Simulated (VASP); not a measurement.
Wanted: the native input for a VASP 6.6.1 run.

- Task: single point
- Functional: r2SCAN
- Potentials or basis: VASP PAW PBE potentials, release 64 (Au)
- Cutoff: 520 eV
- k mesh: 11 × 11 × 11
- Occupations: fermi-dirac, width 0.05 eV
- Spin: no spin polarisation
- Dipole correction: no
- Further INCAR settings: ALGO = Normal; EDIFF = 1e-06; NBANDS = 12

The system is Au.

```xyz
1
Lattice="-1.6682 1.6682 1.6682 1.6682 -1.6682 1.6682 1.6682 1.6682 -1.6682" Properties=species:S:1:pos:R:3 pbc="T T T"
Au    0.0000    0.0000    0.0000
```

The input as run:

POSCAR

```
Au
1.0
   -1.6682446112      1.6682446112      1.6682446112
    1.6682446112     -1.6682446112      1.6682446112
    1.6682446112      1.6682446112     -1.6682446112
Au
1
Direct
    0.0000000000      0.0000000000      0.0000000000
```

INCAR.step1

```
SYSTEM = Au
ALGO = Normal ; EDIFF = 1E-4
ENCUT = 520 ; GGA = PE
ISMEAR = -1 ; LASPH = .True.
LCHARG = .False. ; LREAL = .False.
LWAVE = .True. ; NBANDS = 12
NELM = 60 ; PREC = Accurate
SIGMA = 0.05
```

INCAR.step2

```
SYSTEM = Au
ALGO = Normal ; EDIFF = 1E-6
ENCUT = 520 ; ISIF = 2
ISMEAR = -1 ; ISTART = 1
LASPH = .True. ; LCHARG = .False.
LMIXTAU = .True. ; LREAL = .False.
LWAVE = .False. ; METAGGA = R2SCAN
NBANDS = 12 ; NELM = 60
PREC = Accurate ; SIGMA = 0.05
```

KPOINTS

```
k-points
0
Gamma
  11 11 11
  0 0 0
```

Potentials or basis: VASP PAW PBE potentials, release 64 (Au).

Launch:

```sh
$ cat potpaw_PBE.64/Au/POTCAR > POTCAR
$ cp INCAR.step1 INCAR
$ mpirun -np 1 vasp_std > vasp.out
$ cp INCAR.step2 INCAR
$ mpirun -np 1 vasp_std > vasp.out
```

It gave:

* Pressure: -6.3 GPa

Caveat: the PAW data sets were made with another functional, which shifts forces and pressure a little.

It took 44 s on 1 thread of Intel(R) Xeon(R) Platinum 8259CL CPU @ 2.50GHz (Skylake/Cascade Lake) (shared host), peak memory 0.15 GiB.
